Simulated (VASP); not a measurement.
# GdO (F-43m) in VASP: a series of runs

GdO is run at these levels: PBE, PBEsol+U; tasks: vibrations by perturbation theory, single point.

Everything below comes from runs of VASP 6.6.1. Logs are shortened: lines on timing, memory, paths and dates and some standing lists are left out, and cuts for length are marked.

### Step 1. The cell of the first run

The structure is cubic, space group F-43m (No. 216). The conventional cell has a = 5.400 Å, b = 5.400 Å, c = 5.400 Å, α = 90.00°, β = 90.00°, γ = 90.00°. Within 3.1 Å of Gd (site symmetry -43m) lie 4 O at 2.34 Å. Within 3.1 Å of O (site symmetry -43m) lie 4 Gd at 2.34 Å.

### Step 2. Vibrations by perturbation theory, PBE, collinear spin, ferromagnetic start

INCAR reads:

```
SYSTEM = GdO
ALGO = Normal
EDIFF = 1E-8
ENCUT = 520
GGA = PE
IBRION = 8
ISIF = 2
ISMEAR = -1
ISPIN = 2
LASPH = .TRUE.
LCHARG = .TRUE.
LMAXMIX = 6
LORBIT = 11
LREAL = .FALSE.
LWAVE = .FALSE.
MAGMOM = 7 0
NBANDS = 23
NELM = 150
NSW = 1
PREC = Accurate
SIGMA = 0.05
```

KPOINTS reads:

```
k-points
0
G
  8 8 8
  0 0 0
```

POSCAR reads:

```
GdO
1.0
    0.0000000000      2.7000000000      2.7000000000
    2.7000000000      0.0000000000      2.7000000000
    2.7000000000      2.7000000000      0.0000000000
Gd O
1 1
Direct
    0.0000000000      0.0000000000      0.0000000000
    0.7500000000      0.7500000000      0.7500000000
```

Potentials or basis: VASP PAW PBE potentials, release 64 (Gd, O).

Run with:

```bash
$ cat potpaw_PBE.64/Gd/POTCAR potpaw_PBE.64/O/POTCAR > POTCAR
$ mpirun -np 1 vasp_std > vasp.out
```

OUTCAR:

```text
SYSTEM = GdO
   EDIFF = 1E-8
   ENCUT = 520
   GGA = PE
   IBRION = 8
   ISIF = 2
   ISMEAR = -1
   ISPIN = 2
   LASPH = .TRUE.
   LORBIT = 11
   LREAL = .FALSE.
   NELM = 150
   NSW = 1
   PREC = Accurate

 ion  position               nearest neighbor table
   1  0.000  0.000  0.000-   2 2.34   2 2.34   2 2.34   2 2.34
   2  0.750  0.750  0.750-   1 2.34   1 2.34   1 2.34   1 2.34

  LATTYP: Found a face centered cubic cell.
 ALAT       =     5.4000000000

  Lattice vectors:

 A1 = (   0.0000000000,   2.7000000000,   2.7000000000)
 A2 = (   2.7000000000,   0.0000000000,   2.7000000000)
 A3 = (   2.7000000000,   2.7000000000,   0.0000000000)

Analysis of symmetry for initial positions (statically):
=====================================================================
 Subroutine PRICEL returns:
 Original cell was already a primitive cell.

 Routine SETGRP: Setting up the symmetry group for a
 face centered cubic supercell.

 Subroutine GETGRP returns: Found 24 space group operations
 (whereof 24 operations were pure point group operations)
 out of a pool of 48 trial point group operations.

The static configuration has the point symmetry T_d .

Analysis of symmetry for dynamics (positions and initial velocities):
=====================================================================
 Subroutine PRICEL returns:
 Original cell was already a primitive cell.

 Routine SETGRP: Setting up the symmetry group for a
 face centered cubic supercell.

 Subroutine GETGRP returns: Found 24 space group operations
 (whereof 24 operations were pure point group operations)
 out of a pool of 48 trial point group operations.

The dynamic configuration has the point symmetry T_d .

Analysis of structural, dynamic, and magnetic symmetry:
=====================================================================
 Subroutine PRICEL returns:
 Original cell was already a primitive cell.

 Routine SETGRP: Setting up the symmetry group for a
 face centered cubic supercell.

 Subroutine GETGRP returns: Found 24 space group operations
 (whereof 24 operations were pure point group operations)
 out of a pool of 48 trial point group operations.

The overall configuration has the point symmetry T_d .

 Subroutine INISYM returns: Found 24 space group operations
 (whereof 24 operations are pure point group operations),
 and found     1 'primitive' translations

----------------------------------------------------------------------------------------

                                     Primitive cell

  volume of cell :      39.3660

  direct lattice vectors                    reciprocal lattice vectors
     0.000000000  2.700000000  2.700000000    -0.185185185  0.185185185  0.185185185
     2.700000000  0.000000000  2.700000000     0.185185185 -0.185185185  0.185185185
     2.700000000  2.700000000  0.000000000     0.185185185  0.185185185 -0.185185185

  length of vectors
     3.818376618  3.818376618  3.818376618     0.320750150  0.320750150  0.320750150

  position of ions in fractional coordinates (direct lattice)
     0.000000000  0.000000000  0.000000000
     0.750000000  0.750000000  0.750000000

  ion indices of the primitive-cell ions
   primitive index   ion index
                 1           1
                 2           2

----------------------------------------------------------------------------------------

 KPOINTS: k-points

[... 110 lines left out ...]
  ext. energy  EPLUGINS =         0.00000000
  ---------------------------------------------------
  free energy    TOTEN  =       -22.05594657 eV

  energy without entropy =      -22.03653742  energy(sigma->0) =      -22.04624200

 E-fermi :   4.1163     XC(G=0): -10.0832

 val. band max:        4.1052174463   @ k =  -0.2500   0.1250   0.0000
 cond. band min:       4.1235918138   @ k =   0.3750   0.2500   0.1250
 fundamental gap:      0.0183743675
 Fermi energy:         4.1162621981

 spin component 1

 k-point     1 :       0.0000    0.0000    0.0000
  band No.  band energies     occupation
      1     -41.4291      1.00000
      2     -18.6954      1.00000
      3     -18.6954      1.00000
      4     -18.6954      1.00000
      5     -15.3703      1.00000
      6      -1.8354      1.00000
[... 613 lines left out ...]
     22      11.8523      0.00000
     23      15.1532      0.00000

 [... further k-points ...]

 spin component 2

 k-point     1 :       0.0000    0.0000    0.0000
  band No.  band energies     occupation
      1     -38.2608      1.00000
      2     -16.3799      1.00000
      3     -16.3799      1.00000
      4     -16.3799      1.00000
      5     -15.3264      1.00000
      6      -1.4727      1.00000
[... 616 lines left out ...]
 [... further k-points ...]

------------------------ aborting loop because EDIFF is reached ----------------------------------------

  FORCE on cell =-STRESS in cart. coord.  units (eV):
  Direction    XX          YY          ZZ          XY          YZ          ZX
  --------------------------------------------------------------------------------------
  -------------------------------------------------------------------------------------
  Total       -0.1389582     -0.1389582     -0.1389582      0.0000000     -0.0000000     -0.0000000
  in kB       -5.6555313     -5.6555313     -5.6555313      0.0000000     -0.0000000     -0.0000000
  external PRESSURE =      -5.6555313 kB  Pullay stress =       0.0000000 kB

 VOLUME and BASIS-vectors are now :
 -----------------------------------------------------------------------------
  energy-cutoff  :      520.00
  volume of cell :       39.37
      direct lattice vectors                 reciprocal lattice vectors
     0.000000000  2.700000000  2.700000000    -0.185185185  0.185185185  0.185185185
     2.700000000  0.000000000  2.700000000     0.185185185 -0.185185185  0.185185185
     2.700000000  2.700000000  0.000000000     0.185185185  0.185185185 -0.185185185

 POSITION                                       TOTAL-FORCE (eV/Angst)
 -----------------------------------------------------------------------------------
      0.00000      0.00000      0.00000         0.000000      0.000000      0.000000
      4.05000      4.05000      4.05000        -0.000000     -0.000000     -0.000000
 -----------------------------------------------------------------------------------
    total drift:                               -0.000000     -0.000000     -0.000000

  FREE ENERGIE OF THE ION-ELECTRON SYSTEM (eV)
  ---------------------------------------------------
  free  energy   TOTEN  =       -22.0559465664 eV

  energy  without entropy=      -22.0365374238  energy(sigma->0) =      -22.04624200

[... ionic steps 2 to 3 ...]

--------------------------------------- Ionic step        4  -------------------------------------------

------------------------ aborting loop because EDIFF is reached ----------------------------------------

[... ionic steps 5 to 6 ...]

--------------------------------------- Ionic step        7  -------------------------------------------

 Free energy of the ion-electron system (eV)
  ---------------------------------------------------
  ---------------------------------------------------
  free energy    TOTEN  =        -0.36804108 eV

  energy without entropy =       -0.36804108

------------------------ aborting loop because EDIFF is reached ----------------------------------------

 INTERNAL STRAIN TENSOR  FOR ION    2  DIRECTION 1   (eV/Angst):
 -----------------------------------------------------------------------------
     0.00082  0.00000 -0.00000
    -0.00000 -0.00195  2.25780
     0.00000  2.25780 -0.00195

 INTERNAL STRAIN TENSOR FOR ION    2 for displacements in x,y,z  (eV/Angst):
          X           Y           Z          XY          YZ          ZX
  --------------------------------------------------------------------------------
  x     0.00000     0.00000     0.00000     0.00000     2.25780    -0.00000
  y     0.00000     0.00000     0.00000    -0.00000     0.00000     2.25780
  z     0.00000     0.00000     0.00000     2.25780    -0.00000     0.00000

 SECOND DERIVATIVES (NOT SYMMETRIZED)
 ------------------------------------
               1X          1Y          1Z          2X          2Y          2Z
  1X    -1.336441    0.000000    0.000000    1.336441    0.000000    0.000000
  1Y     0.000000   -1.336441    0.000000    0.000000    1.336441    0.000000
  1Z     0.000000    0.000000   -1.336441    0.000000    0.000000    1.336441
  2X     1.281582    0.000000    0.000000   -1.281582    0.000000    0.000000
  2Y     0.000000    1.281582    0.000000    0.000000   -1.281582    0.000000
  2Z     0.000000    0.000000    1.281582    0.000000    0.000000   -1.281582

 Eigenvectors and eigenvalues of the dynamical matrix
 ----------------------------------------------------

   1 f  =    4.653398 THz    29.238163 2PiTHz  155.220657 cm-1    19.244900 meV
             X         Y         Z           dx          dy          dz
      0.000000  0.000000  0.000000     0.309769   -0.000000   -0.000000
      4.050000  4.050000  4.050000    -0.950812    0.000000   -0.000000
[... 21 lines left out ...]
   6 f/i=    0.028720 THz     0.180456 2PiTHz    0.958012 cm-1     0.118778 meV
             X         Y         Z           dx          dy          dz
      0.000000  0.000000  0.000000    -0.041688    0.542388   -0.779821
      4.050000  4.050000  4.050000    -0.013582    0.176707   -0.254061

--------------------------------------------------------------------------------------------------------

 ELASTIC MODULI CONTR FROM IONIC RELAXATION (kBar)
 Direction    XX          YY          ZZ          XY          YZ          ZX
 --------------------------------------------------------------------------------
 XX           0.0000      0.0000      0.0000      0.0000      0.0000      0.0000
 YY           0.0000      0.0000      0.0000      0.0000      0.0000      0.0000
 ZZ           0.0000      0.0000      0.0000      0.0000      0.0000      0.0000
 XY           0.0000      0.0000      0.0000   -153.6433     -0.0000      0.0000
 YZ           0.0000      0.0000      0.0000     -0.0000   -153.6433      0.0000
 ZX           0.0000      0.0000      0.0000      0.0000      0.0000   -153.6433
 --------------------------------------------------------------------------------

 total charge

# of ion       s       p       d       f       tot
--------------------------------------------------
    1        2.033   5.634   0.475   7.073  15.215
    2        1.568   3.427   0.000   0.000   4.995
--------------------------------------------------
tot          3.601   9.061   0.475   7.073  20.210

 magnetization (x)

# of ion       s       p       d       f       tot
--------------------------------------------------
    1        0.001  -0.056   0.178   6.745   6.868
    2        0.002  -0.020   0.000   0.000  -0.018
--------------------------------------------------
tot          0.003  -0.076   0.178   6.745   6.851
```

Wall time 9.9 min (1 thread of Intel Xeon 6975P-C (Granite Rapids), shared host); peak memory 0.45 GiB.

Results:

| Property | Result |
| --- | --- |
| Net moment | 7.55 μB per cell |
| Site moments | Gd +6.87; O -0.02 μB |
| Valence electrons inside the program's atomic spheres | Gd 15.21; O 5.00 |
| Highest phonon frequency at Γ, LO-TO splitting left out | 155 cm⁻¹ |

Phonon frequencies in cm⁻¹ (negative: imaginary):
```csv
q point,frequencies
"(0.000, 0.000, 0.000)",-1 -1 -1 155 155 155
```

Caveat: spin-orbit coupling is left out, which moves the levels of the heavy elements; a cell with one magnetic atom can't hold antiferromagnetic order, which such compounds often take; semilocal functionals describe open f shells poorly, which spoils levels, moments and volumes. The state reached can hang on the start; a lower one may exist.

### Step 3. Single point, PBEsol+U, collinear spin, ferromagnetic start

POSCAR is that of step 2.

INCAR.step1 reads:

```
PREC = Accurate ; ENCUT = 520
EDIFF = 1E-6 ; ISMEAR = -1
SIGMA = 0.05 ; LREAL = False
LASPH = True ; NELM = 150
ALGO = Normal ; ISIF = 2
LWAVE = False ; LCHARG = True
ISPIN = 2 ; MAGMOM = 7 0
LMAXMIX = 6 ; LDAU = True
LDAUTYPE = 2 ; LDAUL = 3 -1
LDAUU = 6 0 ; LDAUJ = 0 0
LDAUPRINT = 1 ; GGA = PS
NBANDS = 23
```

KPOINTS.step1 reads:

```
regular mesh
0
Gamma
  9 9 9
```

INCAR.step2 reads:

```
PREC = Accurate ; ENCUT = 520
EDIFF = 1E-6 ; ISMEAR = -5
SIGMA = 0.05 ; LREAL = False
LASPH = True ; NELM = 150
ALGO = Normal ; ISIF = 2
LWAVE = False ; LCHARG = False
ISPIN = 2 ; MAGMOM = 7 0
LORBIT = 11 ; LMAXMIX = 6
LDAU = True ; LDAUTYPE = 2
LDAUL = 3 -1 ; LDAUU = 6 0
LDAUJ = 0 0 ; LDAUPRINT = 1
GGA = PS ; NBANDS = 23
NEDOS = 1001 ; ICHARG = 11
```

KPOINTS.step2 reads:

```
regular mesh
0
Gamma
  14 14 14
```

Potentials or basis: VASP PAW PBE potentials, release 64 (Gd, O).

Run with:

```bash
$ cat potpaw_PBE.64/Gd/POTCAR potpaw_PBE.64/O/POTCAR > POTCAR
$ cp INCAR.step1 INCAR
$ cp KPOINTS.step1 KPOINTS
$ mpirun -np 1 vasp_std > vasp.out
$ cp INCAR.step2 INCAR
$ cp KPOINTS.step2 KPOINTS
$ mpirun -np 1 vasp_std > vasp.out
```

Run time: 6 min. Hardware: 1 thread of Intel Xeon 8259CL, shared host; peak memory 0.29 GiB.

The run converged. Its results:

```
Net moment                                            : 7.92 μB per cell
Site moments                                          : Gd +7.08; O -0.01 μB
Valence electrons inside the program's atomic spheres : Gd 15.14; O 4.98
```

Levels at points of the mesh, in eV from the Fermi level:
Spin up:
```
           k point  band 14  band 15  band 16  band 17  band 18  band 19
(0.00, 0.00, 0.00)    -5.63    -5.63    -2.46     2.37     2.37     4.34
(0.50, 0.00, 0.00)    -5.22    -5.22     0.07     2.26     2.26     2.74
(0.50, 0.50, 0.00)    -4.48    -4.48    -1.00     0.87     3.94     4.42
```
Spin down:
```
           k point  band 6  band 7  band 8  band 9  band 10  band 11
(0.00, 0.00, 0.00)   -5.48   -5.48   -5.48   -1.09     2.73     2.73
(0.50, 0.00, 0.00)   -5.08   -5.08   -5.05    1.38     2.39     2.62
(0.50, 0.50, 0.00)   -6.02   -4.37   -4.37    0.90     1.40     2.79
```

Eigenvalues of the final occupation matrices:
| site | spin | trace | eigenvalues |
| --- | --- | --- | --- |
| site 1 f | 1 | 6.95 | 0.99 0.99 0.99 0.99 0.99 0.99 1.00 |
| site 1 f | 2 | 0.03 | 0.00 0.00 0.00 0.00 0.00 0.00 0.01 |

Caveat: the PAW data sets were made with another functional, which shifts forces and pressure a little; spin-orbit coupling is left out, which moves the levels of the heavy elements; a cell with one magnetic atom can't hold antiferromagnetic order, which such compounds often take; tetrahedron occupations give inexact forces and stress in metals. The state reached can hang on the start; a lower one may exist.

### Step 4. Single point, PBEsol+U, collinear spin, ferromagnetic start

POSCAR is that of step 3.

INCAR.step1 reads:

```
SYSTEM = GdO
  PREC = Accurate
  ENCUT = 520
  EDIFF = 1E-6
  ISMEAR = -1
  SIGMA = 0.05
  LREAL = .False.
  LASPH = .True.
  NELM = 150
  ALGO = Normal
  ISIF = 2
  LWAVE = .False.
  LCHARG = .True.
  ISPIN = 2
  MAGMOM = 7 0
  LMAXMIX = 6
  LDAU = .True.
  LDAUTYPE = 2
  LDAUL = 3 -1
  LDAUU = 8 0
  LDAUJ = 0 0
  LDAUPRINT = 1
  GGA = PS
  NBANDS = 23
```

KPOINTS.step1 reads:

```
regular mesh
0
Gamma
  9 9 9
  0 0 0
```

INCAR.step2 reads:

```
SYSTEM = GdO
  PREC = Accurate
  ENCUT = 520
  EDIFF = 1E-6
  ISMEAR = -5
  SIGMA = 0.05
  LREAL = .False.
  LASPH = .True.
  NELM = 150
  ALGO = Normal
  ISIF = 2
  LWAVE = .False.
  LCHARG = .False.
  ISPIN = 2
  MAGMOM = 7 0
  LORBIT = 11
  LMAXMIX = 6
  LDAU = .True.
  LDAUTYPE = 2
  LDAUL = 3 -1
  LDAUU = 8 0
  LDAUJ = 0 0
  LDAUPRINT = 1
  GGA = PS
  NBANDS = 23
  NEDOS = 1001
  ICHARG = 11
```

KPOINTS.step2 reads:

```
regular mesh
0
Gamma
  14 14 14
  0 0 0
```

Run with:

```bash
$ cat potpaw_PBE.64/Gd/POTCAR potpaw_PBE.64/O/POTCAR > POTCAR
$ cp INCAR.step1 INCAR
$ cp KPOINTS.step1 KPOINTS
$ mpirun -np 1 vasp_std > vasp.out
$ cp INCAR.step2 INCAR
$ cp KPOINTS.step2 KPOINTS
$ mpirun -np 1 vasp_std > vasp.out
```

Run time: 6.2 min. Hardware: 1 thread of Intel Xeon 8259CL, shared host; peak memory 0.29 GiB.

It converged, with:

```yaml
Net_moment: 7.93 μB per cell
Site_moments: Gd +7.09; O -0.01 μB
Valence_electrons_inside_the_program's_atomic_spheres: Gd 15.14; O 4.98
```

Levels at points of the mesh, in eV from the Fermi level:
Spin up:
```csv
k point,band 12,band 13,band 14,band 15,band 16,band 17,band 18,band 19,band 20,band 21
"(0.00, 0.00, 0.00)",-9.23,-5.64,-5.64,-5.64,-2.47,2.38,2.38,4.33,4.33,4.33
"(0.50, 0.00, 0.00)",-9.23,-5.42,-5.23,-5.23,0.07,2.27,2.27,2.74,4.41,4.41
"(0.50, 0.50, 0.00)",-9.24,-6.26,-4.49,-4.49,-0.99,0.87,3.95,4.42,4.42,7.08
```
Spin down:
| k point | band 4 | band 5 | band 6 | band 7 | band 8 | band 9 | band 10 | band 11 | band 12 | band 13 |
| --- | --- | --- | --- | --- | --- | --- | --- | --- | --- | --- |
| (0.00, 0.00, 0.00) | -20.66 | -19.19 | -5.46 | -5.46 | -5.46 | -1.05 | 3.56 | 3.56 | 3.63 | 3.63 |
| (0.50, 0.00, 0.00) | -20.76 | -18.01 | -5.06 | -5.06 | -5.03 | 1.52 | 2.99 | 3.13 | 3.13 | 3.94 |
| (0.50, 0.50, 0.00) | -20.91 | -17.68 | -6.00 | -4.35 | -4.35 | 0.93 | 1.50 | 3.79 | 3.84 | 3.84 |

Eigenvalues of the final occupation matrices:
| site | spin | trace | eigenvalues |
| --- | --- | --- | --- |
| site 1 f | 1 | 6.95 | 0.99 0.99 0.99 0.99 0.99 0.99 1.00 |
| site 1 f | 2 | 0.03 | 0.00 0.00 0.00 0.00 0.00 0.00 0.01 |

Caveat: the PAW data sets were made with another functional, which shifts forces and pressure a little; spin-orbit coupling is left out, which moves the levels of the heavy elements; a cell with one magnetic atom can't hold antiferromagnetic order, which such compounds often take; tetrahedron occupations give inexact forces and stress in metals. The state reached can hang on the start; a lower one may exist.

### Step 5. The runs side by side

| task | level | U | k mesh | k mesh for the DOS | occupations for the DOS | moment (μB) |
| --- | --- | --- | --- | --- | --- | --- |
| vibrations by perturbation theory | PBE | - | 8 × 8 × 8 | - | - | 7.55 |
| single point | PBEsol+U | Gd f U = 6.0 eV | 9 × 9 × 9 | 14 × 14 × 14 | tetrahedron | 7.92 |
| single point | PBEsol+U | Gd f U = 8.0 eV | 9 × 9 × 9 | 14 × 14 × 14 | tetrahedron | 7.93 |

Alike in all rows: potentials or basis VASP PAW PBE potentials, release 64 (Gd, O); spin collinear, ferromagnetic start; cell as given; cutoff (eV) 520; smearing fermi-dirac 0.05 eV.

Caveats: spin-orbit coupling is left out, which moves the levels of the heavy elements; a cell with one magnetic atom can't hold antiferromagnetic order, which such compounds often take; the PAW data sets were made with another functional, which shifts forces and pressure a little (at least some runs); tetrahedron occupations give inexact forces and stress in metals (at least some runs); semilocal functionals describe open f shells poorly, which spoils levels, moments and volumes (at least some runs).

Absolute energies hang on the potentials; compare differences alone.
